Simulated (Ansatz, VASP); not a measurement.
**HfNiO4 in VASP and in Ansatz**

```
Hf Ni O
1.0
     3.09485    0.00000    0.00000
    -1.54742    2.68022    0.00000
     0.00000    0.00000   10.63307
Hf Ni O
1 1 4
Direct
  0.00000 0.00000 0.50000
  0.00000 0.00000 0.00000
  0.66667 0.33333 0.92239
  0.66667 0.33333 0.40174
  0.33333 0.66667 0.59826
  0.33333 0.66667 0.07761
```

Change from the starting cell: species swapped into the ZrTiS4 type (P-3m1, No. 164).

Alike in both runs: functional PBE; k mesh 12 × 12 × 4; occupations gaussian, width 0.02 eV; no spin polarisation.

Ansatz relaxed the structure, and its values are those at the end. VASP's run is a single point on that final structure, the one shown.

|  | VASP | Ansatz |
| --- | --- | --- |
| version | VASP 6.6.1 | Ansatz 0.2.0 |
| potentials or method | VASP PAW PBE potentials, release 64 (Hf_pv, Ni, O), cutoff 520 eV | scalar-relativistic, plane waves, PAW |
| valence electrons in the cell | 44 | 68 |

```tsv
	VASP	Ansatz	Ansatz less VASP
gap on the k mesh at the Fermi level (eV)	0.73	0.74	+0.007
least direct gap on the mesh (eV)	0.92	0.95	+0.035
pressure (GPa)	-1.0	0.0	+0.98
rms of the force components (eV/Å)	0.079	0.002	-0.0775
```

VASP's potentials hold 44 valence electrons a cell and Ansatz's 68, so a difference there can come from the potentials and not from the codes.

Neither program's run includes spin-orbit coupling.
